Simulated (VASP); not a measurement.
C: single point with PBEsol

The system is C.

```
C
1.0
    -1.25646    1.25646    1.77686
     1.25646   -1.25646    1.77686
     1.25646    1.25646   -1.77686
C
2
Direct
  0.00000 0.00000 0.00000
  0.75000 0.25000 0.50000
```

| Quantity | Value |
| --- | --- |
| Program | VASP 6.6.1 |
| Task | single point |
| Functional | PBEsol |
| Potentials or basis | VASP PAW PBE potentials, release 64 (C) |
| Cutoff | 520 eV |
| k mesh | 25 × 25 × 29 |
| Occupations | fermi-dirac, width 0.1 eV |
| Spin | no spin polarisation |

```json
{
  "Pressure": "1.1 GPa",
  "Band gap on the k mesh": "4.03 eV (least direct gap 5.57 eV)"
}
```

Levels at points of the mesh, in eV from the valence-band top:
| k point | band 1 | band 2 | band 3 | band 4 | band 5 | band 6 | band 7 | band 8 |
| --- | --- | --- | --- | --- | --- | --- | --- | --- |
| (0.00, 0.00, 0.00) | -21.67 | 0.00 | 0.00 | 0.00 | 5.57 | 5.57 | 5.57 | 13.62 |

It took 5.8 min on 1 thread of Intel(R) Xeon(R) 6975P-C (Granite Rapids), on a shared host, peak memory 0.94 GiB.

Caveat: the PAW data sets were made with another functional, which shifts forces and pressure a little; an odd mesh through Γ misses points on the zone boundary, where band edges can lie.
